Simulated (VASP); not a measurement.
Write the native input for VASP 6.6.1 that does the following.

| Item | Value |
| --- | --- |
| Task | single point |
| Functional | PBE |
| Potentials or basis | VASP PAW PBE potentials, release 64 (Zr_sv, B) |
| Cutoff | 500 eV |
| k mesh | 7 × 7 × 5 |
| Occupations | gaussian, width 0.2 eV |
| Spin | no spin polarisation |
| Dipole correction | no |
| Further INCAR settings | ALGO = Normal; EDIFF = 1e-06; NBANDS = 16 |

The structure of ZrB2 lies in POSCAR:

```
ZrB2
1.0
    3.9587737954     -0.0000000036      0.0000000000
   -1.9793868946      3.4283986764      0.0000000000
    0.0000000000      0.0000000000      3.6163183176
Zr B
1 2
Direct
    0.0000000000      0.0000000000      0.5000000000
    0.3333333333      0.6666666667      0.5000000000
    0.6666666667      0.3333333333      0.5000000000
```

The input as run:

INCAR

```
PREC     = Accurate       # precision mode
ENCUT    = 500            # plane-wave cutoff, eV
EDIFF    = 1E-6           # SCF threshold, eV
ISMEAR   = 0              # smearing method
SIGMA    = 0.2            # smearing width, eV
LREAL    = F              # projectors in reciprocal space
LASPH    = T              # aspherical terms in the spheres
NELM     = 120            # most SCF steps
ALGO     = Normal         # electronic algorithm
ISIF     = 2              # what is computed and relaxed
LWAVE    = F              # write WAVECAR
LCHARG   = F              # write CHGCAR
GGA      = PE             # functional
NBANDS   = 16             # bands
GGA_COMPAT= F
```

KPOINTS

```
Automatic mesh
0
Gamma
  7 7 5
```

Potentials or basis: VASP PAW PBE potentials, release 64 (Zr_sv, B).

Run with:

```sh
$ cat potpaw_PBE.64/Zr_sv/POTCAR potpaw_PBE.64/B/POTCAR > POTCAR
$ mpirun -np 1 vasp_std > vasp.out
```

Results of the run:

```json
{
  "Pressure": "0.1 GPa",
  "Band gap on the k mesh": "zero (band 9 reaches 6.01 eV, above the bottom of band 10 at 4.75 eV)"
}
```

Run time: 19 s on 1 thread of Intel(R) Xeon(R) Platinum 8488C (Sapphire Rapids), on a shared host, peak memory 0.17 GiB.
